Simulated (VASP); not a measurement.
# Sb (R-3m) in VASP: further runs

Sb is run at these levels: LDA; tasks: single point.

All numbers are computed with VASP 6.6.1; they aren't measurements. Logs are shortened: lines on timing, memory, paths and dates and some standing lists are left out, and cuts for length are marked.

**1. The cell of the first run**

The structure is trigonal, space group R-3m (No. 166). Conventional cell: a = 4.308 Å, b = 4.308 Å, c = 11.274 Å, α = 90.00°, β = 90.00°, γ = 120.00°. Within 3.8 Å of Sb (site symmetry 3m) lie 6 Sb at 2.91 to 3.35 Å.

**2. Single point, LDA**

File INCAR:

```
SYSTEM = Sb
PREC     = Accurate       ! precision mode
ENCUT    = 520            ! plane-wave cutoff, eV
EDIFF    = 1E-7           ! SCF threshold, eV
ISMEAR   = -1             ! smearing method
SIGMA    = 0.025          ! smearing width, eV
LREAL    = .False.        ! projectors in reciprocal space
LASPH    = .True.         ! aspherical terms in the spheres
NELM     = 60             ! most SCF steps
ALGO     = Normal         ! electronic algorithm
ISIF     = 2              ! what is computed and relaxed
LWAVE    = .False.        ! write WAVECAR
LCHARG   = .False.        ! write CHGCAR
GGA      = CA             ! functional
NBANDS   = 12             ! bands
```

File KPOINTS:

```
Automatic mesh
0
Gamma
  8 8 8
  0 0 0
```

File POSCAR:

```
Sb
1.0
    2.1542000000      1.2437279499      3.7580000000
   -2.1542000000      1.2437279499      3.7580000000
    0.0000000000     -2.4874558998      3.7580000000
Sb
2
Direct
    0.7665100000      0.7665100000      0.7665100000
    0.2334900000      0.2334900000      0.2334900000
```

Potentials or basis: VASP PAW LDA potentials, release 64 (Sb).

Started as:

```sh
> cat potpaw_LDA.64/Sb/POTCAR > POTCAR
> mpirun -np 1 vasp_std > vasp.out
```

OUTCAR:

```text
SYSTEM = Sb
   PREC = Accurate
   ENCUT = 520
   EDIFF = 1E-7
   ISMEAR = -1
   LREAL = .False.
   LASPH = .True.
   NELM = 60
   ISIF = 2
   GGA = CA

 ion  position               nearest neighbor table
   1  0.767  0.767  0.767-   2 2.91   2 2.91   2 2.91   2 3.35   2 3.35   2 3.35
   2  0.233  0.233  0.233-   1 2.91   1 2.91   1 2.91   1 3.35   1 3.35   1 3.35

  LATTYP: Found a trigonal (rhomboedric) cell.
 ALAT       =     4.5066618304
 COS(alpha) =     0.5430253624

  Lattice vectors:

 A1 = (   2.1542000000,   1.2437279499,   3.7580000000)
 A2 = (  -2.1542000000,   1.2437279499,   3.7580000000)
 A3 = (   0.0000000000,  -2.4874558998,   3.7580000000)

Analysis of symmetry for initial positions (statically):
=====================================================================
 Subroutine PRICEL returns:
 Original cell was already a primitive cell.

 Routine SETGRP: Setting up the symmetry group for a
 trigonal (rhombohedral) supercell.

 Subroutine GETGRP returns: Found 12 space group operations
 (whereof 12 operations were pure point group operations)
 out of a pool of 12 trial point group operations.

The static configuration has the point symmetry D_3d.

Analysis of symmetry for dynamics (positions and initial velocities):
=====================================================================
 Subroutine PRICEL returns:
 Original cell was already a primitive cell.

 Routine SETGRP: Setting up the symmetry group for a
 trigonal (rhombohedral) supercell.

 Subroutine GETGRP returns: Found 12 space group operations
 (whereof 12 operations were pure point group operations)
 out of a pool of 12 trial point group operations.

The dynamic configuration has the point symmetry D_3d.

 Subroutine INISYM returns: Found 12 space group operations
 (whereof 12 operations are pure point group operations),
 and found     1 'primitive' translations

----------------------------------------------------------------------------------------

                                     Primitive cell

  volume of cell :      60.4115

  direct lattice vectors                    reciprocal lattice vectors
     2.154200000  1.243727950  3.758000000     0.232104726  0.134005726  0.088699663
    -2.154200000  1.243727950  3.758000000    -0.232104726  0.134005726  0.088699663
     0.000000000 -2.487455900  3.758000000     0.000000000 -0.268011452  0.088699663

  length of vectors
     4.506661830  4.506661830  4.506661830     0.282307932  0.282307932  0.282307932

  position of ions in fractional coordinates (direct lattice)
     0.766510000  0.766510000  0.766510000
     0.233490000  0.233490000  0.233490000

  ion indices of the primitive-cell ions
   primitive index   ion index
                 1           1
                 2           2

----------------------------------------------------------------------------------------

 KPOINTS: Automatic mesh

Automatic generation of k-mesh.
 Grid dimensions read from file:
 generate k-points for:    8    8    8

 Generating k-lattice:

  Cartesian coordinates                     Fractional coordinates (reciprocal lattice)
     0.029013091  0.016750716  0.011087458     0.125000000  0.000000000  0.000000000
    -0.029013091  0.016750716  0.011087458     0.000000000  0.125000000  0.000000000
     0.000000000 -0.033501431  0.011087458     0.000000000  0.000000000  0.125000000

  Length of vectors
     0.035288491  0.035288491  0.035288491

  Shift w.r.t. Gamma in fractional coordinates (k-lattice)
     0.000000000  0.000000000  0.000000000

 Subroutine IBZKPT returns following result:
 ===========================================

 Found     65 irreducible k-points:

 Following reciprocal coordinates:
            Coordinates               Weight
  0.000000  0.000000  0.000000      1.000000
  0.125000 -0.000000  0.000000      6.000000
  0.250000 -0.000000  0.000000      6.000000
  0.375000 -0.000000 -0.000000      6.000000
  0.500000 -0.000000  0.000000      3.000000
  0.125000  0.125000  0.000000      6.000000
[... 16 lines left out ...]
  0.250000  0.125000  0.125000      6.000000
  0.375000  0.125000  0.125000      6.000000
 [... further k-points ...]
   k-points           NKPTS =     65   k-points in BZ     NKDIM =     65   number of bands    NBANDS=     12
   number of dos      NEDOS =    301   number of ions     NIONS =      2
   total plane-waves  NPLWV =  46656
   dimension x,y,z NGX =    36 NGY =   36 NGZ =   36
   dimension x,y,z NGXF=    72 NGYF=   72 NGZF=   72
   ions per type =               2
   NGX,Y,Z   is equivalent  to a cutoff of  13.28, 13.28, 13.28 a.u.
   NGXF,Y,Z  is equivalent  to a cutoff of  26.56, 26.56, 26.56 a.u.
 SYSTEM =  Sb
   PREC   = accura    normal or accurate (medium, high low for compatibility)
   ISTART =      0    job   : 0-new  1-cont  2-samecut
   ICHARG =      2    charge: 1-file 2-atom 10-const
   ISPIN  =      1    spin polarized calculation?
   LNONCOLLINEAR =      F non collinear calculations
   LSORBIT =      F    spin-orbit coupling
   LASPH  =      T    aspherical Exc in radial PAW
   ENCUT  =  520.0 eV  38.22 Ry    6.18 a.u.   8.38  8.38  8.38*2*pi/ulx,y,z
   NELM   =     60;   NELMIN=  2; NELMDL= -5     # of ELM steps
   EDIFF  = 0.1E-06   stopping-criterion for ELM
   LREAL  =      F    real-space projection
   EDIFFG = 0.1E-05   stopping-criterion for IOM
   NSW    =      0    number of steps for IOM
   IBRION =     -1    ionic relax: 0-MD 1-quasi-New 2-CG
   NFREE  =      0    steps in history (QN), initial steepest desc. (CG)
   ISIF   =      2    stress and relaxation
   ISYM   =      2    0-nonsym 1-usesym 2-fastsym
   POTIM  = 0.5000    time-step for ionic-motion
   TEBEG  =    0.0;   TEEND  =   0.0 temperature during run
   PSTRESS=    0.0 pullay stress
   NELECT =      10.0000    total number of electrons
   NUPDOWN=      -1.0000    fix difference up-down
   EMIN   =  10.00;   EMAX   =-10.00  energy-range for DOS
   EFERMI =   0.00;   METHOD = LEGACY
   ISMEAR =    -1;   SIGMA  =   0.03  broadening in eV -4-tet -1-fermi 0-gaus
   EFERMI_NEDOS =   21; number of points for ismear=-14 and -15
   IALGO  =     38    algorithm
   IMIX   =      4    mixing-type and parameters
     AMIX     =   0.40;   BMIX     =  1.00
     AMIX_MAG =   1.60;   BMIX_MAG =  1.00
  volume/ion in A,a.u.               =      30.21       203.84
  Fermi-wavevector in a.u.,A,eV,Ry     =   0.898880  1.698637 10.993305  0.807985
  Thomas-Fermi vector in A             =   2.021644
   LORBIT       =      0    0 simple, 1 ext, 2 COOP (PROOUT), +10 PAW based schemes
   GGA     = CA    functional components
   LHFCALC =     F    Hartree Fock is set to
   AEXX    =    0.0000 exact exchange contribution
   IVDW    =     0    specifies the selected vdW correction
   LEPSILON=     F    determine dielectric tensor
   LRPA    =     F    only Hartree local field effects (RPA)
 non-spin polarized calculation
  energy-cutoff  :      520.00
  volume of cell :       60.41
 maximum number of plane-waves:      1638
 NGX is ok and might be reduce to    36
   NGX = 17   NGY = 17   NGZ = 17

 number of electron      10.0000000 magnetization

 Free energy of the ion-electron system (eV)
  ---------------------------------------------------
  ext. energy  EPLUGINS =         0.00000000
  ---------------------------------------------------
  free energy    TOTEN  =        -9.62479736 eV

  energy without entropy =       -9.62406199  energy(sigma->0) =       -9.62442968

 E-fermi :   7.2060     XC(G=0):  -9.7181

 val. band max:        7.1985258871   @ k =   0.3750   0.1250   0.1250
 cond. band min:       7.2738699786   @ k =   0.5000   0.5000   0.5000
 fundamental gap:      0.0753440916
 Fermi energy:         7.2059554700

 k-point     1 :       0.0000    0.0000    0.0000
  band No.  band energies     occupation
      1      -5.6004      2.00000
      2       2.2451      2.00000
      3       5.0844      2.00000
      4       5.3491      2.00000
      5       5.3491      2.00000
      6       9.1899      0.00000
      7       9.8071      0.00000
      8       9.8071      0.00000
      9      12.2216      0.00000
     10      12.2216      0.00000
     11      12.3759      0.00000
     12      13.6905      0.00000

 k-point     2 :       0.1250   -0.0000    0.0000
  band No.  band energies     occupation
      1      -5.4284      2.00000
      2       1.5373      2.00000
      3       5.1256      2.00000
      4       5.3098      2.00000
      5       5.6075      2.00000
      6       9.0784      0.00000
      7       9.3677      0.00000
      8       9.4165      0.00000
      9      11.6886      0.00000
     10      12.1382      0.00000
     11      12.3151      0.00000
     12      14.7699      0.00000

 k-point     3 :       0.2500   -0.0000    0.0000
  band No.  band energies     occupation
      1      -4.9177      2.00000
      2       0.0985      2.00000
      3       5.1460      2.00000
      4       5.2413      2.00000
      5       6.0450      2.00000
      6       8.3688      0.00000
      7       8.4965      0.00000
      8       8.5937      0.00000
      9      12.0233      0.00000
     10      12.6333      0.00000
     11      13.1345      0.00000
     12      16.7712      0.00000

 k-point     4 :       0.3750   -0.0000   -0.0000
  band No.  band energies     occupation
      1      -4.0922      2.00000
      2      -1.4272      2.00000
      3       5.2115      2.00000
      4       5.2448      2.00000
      5       6.4187      2.00000
      6       7.5419      0.00000
      7       7.6521      0.00000
      8       7.9058      0.00000
      9      13.2104      0.00000
     10      14.1081      0.00000
     11      14.5846      0.00000
     12      17.0054      0.00000

 k-point     5 :       0.5000   -0.0000    0.0000
  band No.  band energies     occupation
      1      -3.2519      2.00000
      2      -2.5196      2.00000
      3       5.2122      2.00000
      4       5.3274      2.00000
      5       6.8589      2.00000
      6       6.8946      1.99999
      7       7.3074      0.03398
      8       7.6430      0.00000
      9      14.6491      0.00000
     10      15.2642      0.00000
     11      16.1083      0.00000
     12      16.1560      0.00000
[... 228 lines left out ...]
      1      -3.2499      2.00000
      2      -0.9071      2.00000
      3       1.7141      2.00000
      4       3.4031      2.00000
      5       3.4930      2.00000
      6       8.6709      0.00000
      7      12.0223      0.00000
      8      12.6042      0.00000
      9      13.9843      0.00000
     10      15.7033      0.00000
     11      17.0907      0.00000
     12      17.4849      0.00000

 k-point    22 :       0.1250    0.1250    0.1250
  band No.  band energies     occupation
      1      -5.4600      2.00000
      2       1.4679      2.00000
      3       5.3836      2.00000
      4       5.3836      2.00000
      5       5.6017      2.00000
      6       9.0926      0.00000
      7       9.3387      0.00000
      8       9.3387      0.00000
      9      11.9866      0.00000
     10      12.4168      0.00000
     11      12.4168      0.00000
     12      14.4940      0.00000

 k-point    23 :       0.2500    0.1250    0.1250
  band No.  band energies     occupation
      1      -5.1977      2.00000
      2       0.7399      2.00000
      3       4.3756      2.00000
      4       5.6945      2.00000
      5       6.5595      2.00000
      6       8.2788      0.00000
      7       8.3521      0.00000
      8      10.0748      0.00000
      9      11.8838      0.00000
     10      12.3735      0.00000
     11      13.1719      0.00000
     12      14.5292      0.00000

 k-point    24 :       0.3750    0.1250    0.1250
  band No.  band energies     occupation
      1      -4.6054      2.00000
      2      -0.4432      2.00000
      3       3.7840      2.00000
      4       5.6203      2.00000
      5       7.1985      1.14751
      6       7.3127      0.02762
      7       7.8047      0.00000
      8      10.1468      0.00000
      9      12.1126      0.00000
     10      13.0783      0.00000
     11      14.2825      0.00000
     12      15.9779      0.00000

 [... further k-points ...]

------------------------ aborting loop because EDIFF is reached ----------------------------------------

  FORCE on cell =-STRESS in cart. coord.  units (eV):
  Direction    XX          YY          ZZ          XY          YZ          ZX
  --------------------------------------------------------------------------------------
  -------------------------------------------------------------------------------------
  Total       -0.2673613     -0.2673613     -0.5083927     -0.0000000      0.0000000      0.0000000
  in kB       -7.0907096     -7.0907096    -13.4831209     -0.0000000      0.0000000      0.0000000
  external PRESSURE =      -9.2215133 kB  Pullay stress =       0.0000000 kB

 VOLUME and BASIS-vectors are now :
 -----------------------------------------------------------------------------
  energy-cutoff  :      520.00
  volume of cell :       60.41
      direct lattice vectors                 reciprocal lattice vectors
     2.154200000  1.243727950  3.758000000     0.232104726  0.134005726  0.088699663
    -2.154200000  1.243727950  3.758000000    -0.232104726  0.134005726  0.088699663
     0.000000000 -2.487455900  3.758000000     0.000000000 -0.268011452  0.088699663

 POSITION                                       TOTAL-FORCE (eV/Angst)
 -----------------------------------------------------------------------------------
      0.00000      0.00000      8.64163         0.000000      0.000000     -0.065985
      0.00000      0.00000      2.63237         0.000000      0.000000      0.065985
 -----------------------------------------------------------------------------------
    total drift:                                0.000000     -0.000000     -0.000000

  FREE ENERGIE OF THE ION-ELECTRON SYSTEM (eV)
  ---------------------------------------------------
  free  energy   TOTEN  =        -9.6247973637 eV

  energy  without entropy=       -9.6240619913  energy(sigma->0) =       -9.62442968
```

It took 57 s on 1 thread of Intel Xeon 8259CL, shared host; peak memory 0.19 GiB.

Results:

| Property | Result |
| --- | --- |
| Free energy | -9.6248 eV |
| Pressure | -0.9 GPa |
| Largest force | 0.066 eV/Å |
| Band gap on the k mesh | zero (bands 5 and 6 overlap by 0.30 eV) |

Forces on the atoms (eV/Å):
```
Sb   0.000  0.000 -0.066
Sb   0.000  0.000  0.066
```

Levels at points of the mesh, in eV from the Fermi level:
| k point | band 3 | band 4 | band 5 | band 6 | band 7 | band 8 |
| --- | --- | --- | --- | --- | --- | --- |
| (0.00, 0.00, 0.00) | -2.12 | -1.86 | -1.86 | 1.98 | 2.60 | 2.60 |
| (0.50, 0.00, 0.00) | -1.99 | -1.88 | -0.35 | -0.31 | 0.10 | 0.44 |
| (0.50, 0.50, 0.00) | -5.49 | -3.80 | -3.71 | 1.46 | 4.82 | 5.40 |
| (0.50, 0.50, 0.50) | -1.37 | -1.37 | -0.60 | 0.07 | 0.07 | 1.05 |

Caveat: spin-orbit coupling is left out, which moves the levels of the heavy elements.

**3. Single point, LDA**

File INCAR:

```
SYSTEM = Sb
ALGO = Normal ; EDIFF = 1E-6
ENCUT = 520 ; ISIF = 2
ISMEAR = -1 ; LASPH = .TRUE.
LCHARG = .TRUE. ; LELF = .TRUE.
LREAL = .FALSE. ; LVHAR = .TRUE.
LWAVE = .FALSE. ; NBANDS = 12
NELM = 80 ; PREC = Accurate
SIGMA = 0.01
```

File KPOINTS:

```
k-points
0
G
  8 8 8
  0 0 0
```

POSCAR is that of step 2.

Potentials or basis: VASP PAW LDA potentials, release 64 (Sb).

Started as:

```sh
> cat potpaw_LDA.64/Sb/POTCAR > POTCAR
> mpirun -np 1 vasp_std > vasp.out
```

It took 48 s on 1 thread of Intel Xeon 8259CL, shared host; peak memory 0.19 GiB.

The run converged. Its results:

```yaml
Free_energy: -9.6244 eV
Pressure: -0.9 GPa
Largest_force: 0.063 eV/Å
Band_gap_on_the_k_mesh: zero (bands 5 and 6 overlap by 0.30 eV)
```

Forces on the atoms (eV/Å):
```
Sb   0.000  0.000 -0.063
Sb   0.000  0.000  0.063
```

Stress tensor (GPa, compression positive):
```
-0.69  0.00  0.00
 0.00 -0.69  0.00
 0.00  0.00 -1.36
```

Levels at points of the mesh, in eV from the Fermi level:
| k point | band 2 | band 3 | band 4 | band 5 | band 6 | band 7 | band 8 | band 9 |
| --- | --- | --- | --- | --- | --- | --- | --- | --- |
| (0.00, 0.00, 0.00) | -4.95 | -2.11 | -1.85 | -1.85 | 1.99 | 2.61 | 2.61 | 5.02 |
| (0.50, 0.00, 0.00) | -9.72 | -1.99 | -1.87 | -0.34 | -0.30 | 0.11 | 0.44 | 7.45 |
| (0.50, 0.50, 0.00) | -8.11 | -5.49 | -3.80 | -3.71 | 1.47 | 4.82 | 5.40 | 6.78 |
| (0.50, 0.50, 0.50) | -9.06 | -1.36 | -1.36 | -0.60 | 0.07 | 0.07 | 1.05 | 6.87 |

Caveat: spin-orbit coupling is left out, which moves the levels of the heavy elements.
